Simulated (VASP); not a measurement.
Write the native input for VASP 6.6.1 that does the following.

- Task: relaxation of cell and atoms
- Functional: LDA
- Potentials or basis: VASP PAW LDA potentials, release 64 (Mg)
- Cutoff: 600 eV
- k mesh: 18 × 18 × 18
- Occupations: fermi-dirac, width 0.08 eV
- Spin: no spin polarisation
- Target pressure: 53 GPa
- Dipole correction: no
- Further INCAR settings: ALGO = Normal; EDIFF = 1e-07; IBRION = 2; EDIFFG = -0.005; NSW = 32; ISIF = 3

The structure of Mg lies in POSCAR:

```
Mg
1.0
    0.0000000000      1.8710258030      1.8710258030
    1.8710258030      0.0000000000      1.8710258030
    1.8710258030      1.8710258030      0.0000000000
Mg
1
Direct
    0.0000000000      0.0000000000      0.0000000000
```

These files were run (other wordings do the same):

INCAR

```
  PREC = Accurate
  ENCUT = 600
  EDIFF = 1E-7
  ISMEAR = -1
  SIGMA = 0.08
  LREAL = F
  LASPH = T
  NELM = 120
  ALGO = Normal
  ISIF = 3
  LWAVE = F
  LCHARG = F
  GGA = CA
  IBRION = 2
  NSW = 32
  EDIFFG = -0.005
  PSTRESS = 530.0
  GGA_COMPAT = F
  NELMIN = 4
```

KPOINTS

```
Automatic mesh
0
Gamma
  18 18 18
```

Potentials or basis: VASP PAW LDA potentials, release 64 (Mg).

Run with:

```bash
$ cat potpaw_LDA.64/Mg/POTCAR > POTCAR
$ mpirun -np 1 vasp_std > vasp.out
```

It gave:

```
Relaxed volume                                         : 13.13 Å³/atom
Relaxed cell                                           : a = 2.648 Å, b = 2.648 Å, c = 2.648 Å, α = 60.00°, β = 60.00°, γ = 60.00°
Space group after relaxing (to 0.05 Å)                 : Fm-3m (No. 225)
Energy change on relaxing (the enthalpy is what falls) : -9.1 meV/atom
Ionic steps                                            : 3
Pressure after relaxing                                : 53.0 GPa
Band gap on the k mesh                                 : zero (band 1 reaches 7.59 eV, above the bottom of band 2 at 4.84 eV)
```

Caveat: the cell is relaxed towards a set pressure, so the enthalpy falls and the energy may rise.

It took 14 s on 1 thread of AMD EPYC 9R45 96-Core Processor (Zen 5), on a shared host, peak memory 0.11 GiB.
